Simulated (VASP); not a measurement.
# BaTiO3 (Barioperovskite) (Amm2) in VASP: a series of runs

Runs on BaTiO3 (Barioperovskite). Level: PBEsol. Tasks: single point.

Everything below comes from runs of VASP 6.6.1. Logs are shortened: lines on timing, memory, paths and dates and some standing lists are left out, and cuts for length are marked.

### Step 1. The cell of the first run

The structure is orthorhombic, space group Amm2 (No. 38). Conventional cell: a = 4.012 Å, b = 5.711 Å, c = 5.728 Å, α = 90.00°, β = 90.00°, γ = 90.00°. Ba (site symmetry mm2) has 12 O at 2.79 to 2.94 Å and 8 Ti at 3.44 to 3.56 Å within 3.7 Å. Ti (site symmetry mm2) has 6 O at 1.94 to 2.11 Å within 2.6 Å. Within 2.7 Å of O (site symmetry mm2) lie 2 Ti at 2.01 Å. O (site symmetry m) has 2 Ti at 1.94 to 2.11 Å within 2.6 Å.

### Step 2. Single point, PBEsol

Contents of INCAR:

```
  ALGO = Normal
  EDIFF = 1E-6
  ENCUT = 520
  GGA = PS
  ISIF = 2
  ISMEAR = 0
  LASPH = True
  LCHARG = False
  LREAL = False
  LWAVE = False
  NBANDS = 28
  NELM = 60
  PREC = Accurate
  SIGMA = 0.01
```

Contents of KPOINTS:

```
k-points
0
Gamma
  6 6 6
```

Contents of POSCAR:

```
BaTiO3
1.0
    4.0118948090      0.0000000000      0.0000000000
    0.0000000000      2.8556879648      2.8639926021
    0.0000000000     -2.8556879648      2.8639926021
Ba Ti O
1 1 3
Direct
    0.0000000000      0.0000000000      0.0000000000
    0.5000000000      0.5124000000      0.5124000000
    0.0000000000      0.4874000000      0.4874000000
    0.5000000000      0.5052400000      0.9918400000
    0.5000000000      0.9918400000      0.5052400000
```

Potentials or basis: VASP PAW PBE potentials, release 64 (Ba_sv, Ti_sv, O).

Launch:

```console
> cat potpaw_PBE.64/Ba_sv/POTCAR potpaw_PBE.64/Ti_sv/POTCAR potpaw_PBE.64/O/POTCAR > POTCAR
> mpirun -np 1 vasp_std > vasp.out
```

OUTCAR:

```text
EDIFF = 1E-6
   ENCUT = 520
   GGA = PS
   ISIF = 2
   ISMEAR = 0
   LASPH = True
   LREAL = False
   NELM = 60
   PREC = Accurate

 ion  position               nearest neighbor table
   1  0.000  0.000  0.000-   3 2.79   4 2.83   5 2.83   4 2.83   5 2.83   3 2.86   3 2.86   4 2.86
                             5 2.86   5 2.86   4 2.86   3 2.94   2 3.44   2 3.44   2 3.49   2 3.49
   2  0.500  0.512  0.512-   4 1.94   5 1.94   3 2.01   3 2.01   5 2.11   4 2.11   1 3.44   1 3.44
                             1 3.49   1 3.49   1 3.49   1 3.49   1 3.56   1 3.56
   3  0.000  0.487  0.487-   2 2.01   2 2.01   1 2.79   1 2.86   1 2.86   1 2.94
   4  0.500  0.505  0.992-   2 1.94   2 2.11   1 2.83   1 2.83   1 2.86   1 2.86
   5  0.500  0.992  0.505-   2 1.94   2 2.11   1 2.83   1 2.83   1 2.86   1 2.86

  LATTYP: Found a base centered orthorhombic cell.
 ALAT       =     5.7113759296
 B/A-ratio  =     1.0029081039
 C/A-ratio  =     0.7024392823

  Lattice vectors:

 A1 = (   0.0000000000,   2.8556879648,  -2.8639926021)
 A2 = (   0.0000000000,   2.8556879648,   2.8639926021)
 A3 = (   4.0118948090,   0.0000000000,   0.0000000000)

Analysis of symmetry for initial positions (statically):
=====================================================================
 Subroutine PRICEL returns:
 Original cell was already a primitive cell.

 Routine SETGRP: Setting up the symmetry group for a
 base centered orthorhombic supercell.

 Subroutine GETGRP returns: Found  4 space group operations
 (whereof  4 operations were pure point group operations)
 out of a pool of  8 trial point group operations.

The static configuration has the point symmetry C_2v.

Analysis of symmetry for dynamics (positions and initial velocities):
=====================================================================
 Subroutine PRICEL returns:
 Original cell was already a primitive cell.

 Routine SETGRP: Setting up the symmetry group for a
 base centered orthorhombic supercell.

 Subroutine GETGRP returns: Found  4 space group operations
 (whereof  4 operations were pure point group operations)
 out of a pool of  8 trial point group operations.

The dynamic configuration has the point symmetry C_2v.

 Subroutine INISYM returns: Found  4 space group operations
 (whereof  4 operations are pure point group operations),
 and found     1 'primitive' translations

----------------------------------------------------------------------------------------

                                     Primitive cell

  volume of cell :      65.6239

  direct lattice vectors                    reciprocal lattice vectors
     4.011894809  0.000000000  0.000000000     0.249258779  0.000000000  0.000000000
     0.000000000  2.855687965  2.863992602     0.000000000  0.175089158  0.174581457
     0.000000000 -2.855687965  2.863992602     0.000000000 -0.175089158  0.174581457

  length of vectors
     4.011894809  4.044429178  4.044429178     0.249258779  0.247254723  0.247254723

  position of ions in fractional coordinates (direct lattice)
     0.000000000  0.000000000  0.000000000
     0.500000000  0.512400000  0.512400000
     0.000000000  0.487400000  0.487400000
     0.500000000  0.505240000  0.991840000
     0.500000000  0.991840000  0.505240000

  ion indices of the primitive-cell ions
   primitive index   ion index
                 1           1
                 2           2
                 3           3
                 4           4
                 5           5

----------------------------------------------------------------------------------------

 KPOINTS: k-points

Automatic generation of k-mesh.
 Grid dimensions read from file:
 generate k-points for:    6    6    6

 Generating k-lattice:

  Cartesian coordinates                     Fractional coordinates (reciprocal lattice)
     0.041543130  0.000000000  0.000000000     0.166666667  0.000000000  0.000000000
     0.000000000  0.029181526  0.029096909     0.000000000  0.166666667  0.000000000
     0.000000000 -0.029181526  0.029096909     0.000000000  0.000000000  0.166666667

  Length of vectors
     0.041543130  0.041209121  0.041209121

  Shift w.r.t. Gamma in fractional coordinates (k-lattice)
     0.000000000  0.000000000  0.000000000

 Subroutine IBZKPT returns following result:
 ===========================================

 Found     52 irreducible k-points:

 Following reciprocal coordinates:
            Coordinates               Weight
  0.000000  0.000000  0.000000      1.000000
  0.166667  0.000000  0.000000      2.000000
  0.333333  0.000000  0.000000      2.000000
  0.500000  0.000000  0.000000      1.000000
  0.000000  0.166667  0.000000      4.000000
  0.166667  0.166667  0.000000      8.000000
[... 16 lines left out ...]
  0.333333  0.333333  0.166667      8.000000
  0.500000  0.333333  0.166667      4.000000
 [... further k-points ...]
   k-points           NKPTS =     52   k-points in BZ     NKDIM =     52   number of bands    NBANDS=     28
   number of dos      NEDOS =    301   number of ions     NIONS =      5
   total plane-waves  NPLWV =  27000
   dimension x,y,z NGX =    30 NGY =   30 NGZ =   30
   dimension x,y,z NGXF=    60 NGYF=   60 NGZF=   60
   ions per type =               1   1   3
   NGX,Y,Z   is equivalent  to a cutoff of  12.43, 12.33, 12.33 a.u.
   NGXF,Y,Z  is equivalent  to a cutoff of  24.86, 24.66, 24.66 a.u.
 SYSTEM =  unknown system
   PREC   = accura    normal or accurate (medium, high low for compatibility)
   ISTART =      0    job   : 0-new  1-cont  2-samecut
   ICHARG =      2    charge: 1-file 2-atom 10-const
   ISPIN  =      1    spin polarized calculation?
   LNONCOLLINEAR =      F non collinear calculations
   LSORBIT =      F    spin-orbit coupling
   LASPH  =      T    aspherical Exc in radial PAW
   ENCUT  =  520.0 eV  38.22 Ry    6.18 a.u.   7.46  7.52  7.52*2*pi/ulx,y,z
   NELM   =     60;   NELMIN=  2; NELMDL= -5     # of ELM steps
   EDIFF  = 0.1E-05   stopping-criterion for ELM
   LREAL  =      F    real-space projection
   EDIFFG = 0.1E-04   stopping-criterion for IOM
   NSW    =      0    number of steps for IOM
   IBRION =     -1    ionic relax: 0-MD 1-quasi-New 2-CG
   NFREE  =      0    steps in history (QN), initial steepest desc. (CG)
   ISIF   =      2    stress and relaxation
   ISYM   =      2    0-nonsym 1-usesym 2-fastsym
   POTIM  = 0.5000    time-step for ionic-motion
   TEBEG  =    0.0;   TEEND  =   0.0 temperature during run
   PSTRESS=    0.0 pullay stress
   NELECT =      40.0000    total number of electrons
   NUPDOWN=      -1.0000    fix difference up-down
   EMIN   =  10.00;   EMAX   =-10.00  energy-range for DOS
   EFERMI =   0.00;   METHOD = LEGACY
   ISMEAR =     0;   SIGMA  =   0.01  broadening in eV -4-tet -1-fermi 0-gaus
   EFERMI_NEDOS =   21; number of points for ismear=-14 and -15
   IALGO  =     38    algorithm
   IMIX   =      4    mixing-type and parameters
     AMIX     =   0.40;   BMIX     =  1.00
     AMIX_MAG =   1.60;   BMIX_MAG =  1.00
  volume/ion in A,a.u.               =      13.12        88.57
  Fermi-wavevector in a.u.,A,eV,Ry     =   1.388057  2.623048 26.214392  1.926703
  Thomas-Fermi vector in A             =   2.512220
   LORBIT       =      0    0 simple, 1 ext, 2 COOP (PROOUT), +10 PAW based schemes
   GGA     = PS    functional components
   LHFCALC =     F    Hartree Fock is set to
   AEXX    =    0.0000 exact exchange contribution
   IVDW    =     0    specifies the selected vdW correction
   LEPSILON=     F    determine dielectric tensor
   LRPA    =     F    only Hartree local field effects (RPA)
 non-spin polarized calculation
 Gauss-broadening in eV      SIGMA  =   0.01
  energy-cutoff  :      520.00
  volume of cell :       65.62
 maximum number of plane-waves:      1791
 NGX is ok and might be reduce to    30
   NGX = 15   NGY = 15   NGZ = 15

 number of electron      39.9999994 magnetization

 Free energy of the ion-electron system (eV)
  ---------------------------------------------------
  ext. energy  EPLUGINS =         0.00000000
  ---------------------------------------------------
  free energy    TOTEN  =       -41.94827263 eV

  energy without entropy =      -41.94827263  energy(sigma->0) =      -41.94827263

 E-fermi :   3.7333     XC(G=0): -11.3911

 val. band max:        3.5123461242   @ k =   0.5000   0.5000   0.5000
 cond. band min:       5.2762221842   @ k =   0.0000   0.0000   0.0000
 fundamental gap:      1.7638760600
 Fermi energy:         3.7332769677

 k-point     1 :       0.0000    0.0000    0.0000
  band No.  band energies     occupation
      1     -52.8768      2.00000
      2     -29.2042      2.00000
      3     -29.2031      2.00000
      4     -29.1882      2.00000
      5     -21.3086      2.00000
      6     -13.2477      2.00000
[... 20 lines left out ...]
     27       8.4459      0.00000
     28      10.4265      0.00000

 k-point     2 :       0.1667    0.0000    0.0000
  band No.  band energies     occupation
      1     -52.8765      2.00000
      2     -29.2037      2.00000
      3     -29.2028      2.00000
      4     -29.2007      2.00000
      5     -21.2811      2.00000
      6     -13.2612      2.00000
[... 20 lines left out ...]
     27       8.9488      0.00000
     28      11.0926      0.00000

 k-point     3 :       0.3333    0.0000    0.0000
  band No.  band energies     occupation
      1     -52.8760      2.00000
      2     -29.2263      2.00000
      3     -29.2027      2.00000
      4     -29.2015      2.00000
      5     -21.2248      2.00000
      6     -13.3683      2.00000
[... 20 lines left out ...]
     27      10.1367      0.00000
     28      11.6407      0.00000

 k-point     4 :       0.5000    0.0000    0.0000
  band No.  band energies     occupation
      1     -52.8758      2.00000
      2     -29.2388      2.00000
      3     -29.2022      2.00000
      4     -29.2010      2.00000
      5     -21.1961      2.00000
      6     -13.4445      2.00000
[... 578 lines left out ...]
     27      10.8163      0.00000
     28      11.7828      0.00000

 k-point    23 :       0.3333    0.3333    0.1667
  band No.  band energies     occupation
      1     -52.8751      2.00000
      2     -29.2359      2.00000
      3     -29.2236      2.00000
      4     -29.2121      2.00000
      5     -21.1501      2.00000
      6     -12.9944      2.00000
[... 20 lines left out ...]
     27      11.5625      0.00000
     28      11.6451      0.00000

 k-point    24 :       0.5000    0.3333    0.1667
  band No.  band energies     occupation
      1     -52.8749      2.00000
      2     -29.2359      2.00000
      3     -29.2352      2.00000
      4     -29.2116      2.00000
      5     -21.1298      2.00000
      6     -12.9315      2.00000
[... 20 lines left out ...]
     27      11.5156      0.00000
     28      11.9061      0.00000

 [... further k-points ...]

------------------------ aborting loop because EDIFF is reached ----------------------------------------

  FORCE on cell =-STRESS in cart. coord.  units (eV):
  Direction    XX          YY          ZZ          XY          YZ          ZX
  --------------------------------------------------------------------------------------
  -------------------------------------------------------------------------------------
  Total       -2.1251335     -2.0642379     -2.3098779      0.0000000      0.0000000      0.0000000
  in kB      -51.8841392    -50.3974029    -56.3945890      0.0000000      0.0000000      0.0000000
  external PRESSURE =     -52.8920437 kB  Pullay stress =       0.0000000 kB

 VOLUME and BASIS-vectors are now :
 -----------------------------------------------------------------------------
  energy-cutoff  :      520.00
  volume of cell :       65.62
      direct lattice vectors                 reciprocal lattice vectors
     4.011894809  0.000000000  0.000000000     0.249258779  0.000000000  0.000000000
     0.000000000  2.855687965  2.863992602     0.000000000  0.175089158  0.174581457
     0.000000000 -2.855687965  2.863992602     0.000000000 -0.175089158  0.174581457

 POSITION                                       TOTAL-FORCE (eV/Angst)
 -----------------------------------------------------------------------------------
      0.00000      0.00000      0.00000         0.000000      0.000000      0.150568
      2.00595      0.00000      2.93502         0.000000      0.000000      0.282897
      0.00000      0.00000      2.79182         0.000000      0.000000      0.227724
      2.00595     -1.38958      4.28763         0.000000      0.079303     -0.330594
      2.00595      1.38958      4.28763         0.000000     -0.079303     -0.330594
 -----------------------------------------------------------------------------------
    total drift:                                0.000000      0.000001      0.000756

  FREE ENERGIE OF THE ION-ELECTRON SYSTEM (eV)
  ---------------------------------------------------
  free  energy   TOTEN  =       -41.9482726324 eV

  energy  without entropy=      -41.9482726324  energy(sigma->0) =      -41.94827263
```

Run time: 48 s. Hardware: 1 thread of Intel Xeon 6975P-C (Granite Rapids), shared host; peak memory 0.23 GiB.

What came out:

```
Free energy            : -41.9483 eV
Pressure               : -5.3 GPa
Largest force          : 0.340 eV/Å
Band gap on the k mesh : 1.76 eV, indirect (least direct gap 1.99 eV)
```

Forces on the atoms (eV/Å):
```
Ba   0.000  0.000  0.151
Ti   0.000  0.000  0.283
O    0.000  0.000  0.228
O    0.000  0.079 -0.331
O    0.000 -0.079 -0.331
```

Stress tensor (GPa, compression positive):
```
-5.19  0.00  0.00
 0.00 -5.04  0.00
 0.00  0.00 -5.64
```

Caveat: the PAW data sets were made with another functional, which shifts forces and pressure a little; spin-orbit coupling is left out, which moves the levels of the heavy elements. A k mesh can miss the band edges.

(Part 1 of 2 ends here.)
